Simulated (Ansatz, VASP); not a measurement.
# Two plane-wave programs on NaF

```
CELL_PARAMETERS angstrom
0.00000 3.17454 5.74238
1.65019 0.00000 5.74238
1.65019 3.17454 0.00000
ATOMIC_POSITIONS crystal
Na 0.81650 0.81650 0.18350
Na 0.06650 0.06650 0.43350
F 0.18350 0.18350 0.81650
F 0.43350 0.43350 0.06650
```

Alike in both runs: functional PBE; k mesh 8 × 8 × 8; occupations gaussian, width 0.02 eV; no spin polarisation.

Ansatz relaxed the structure, and its values are those at the end. VASP's run is a single point on that final structure, the one shown.

```csv
,VASP,Ansatz
version,VASP 6.6.1,Ansatz 0.2.0
potentials or method,"VASP PAW PBE potentials, release 64 (Na_pv, F), cutoff 520 eV","scalar-relativistic, plane waves, PAW"
valence electrons in the cell,28,32
```

```tsv
	VASP	Ansatz	Ansatz less VASP
gap on the k mesh at the Fermi level (eV)	5.37	5.38	+0.014
least direct gap on the mesh (eV)	5.37	5.38	+0.014
pressure (GPa)	-0.1	0.0	+0.06
```

VASP's potentials hold 28 valence electrons a cell and Ansatz's 32, so a difference there can come from the potentials and not from the codes.
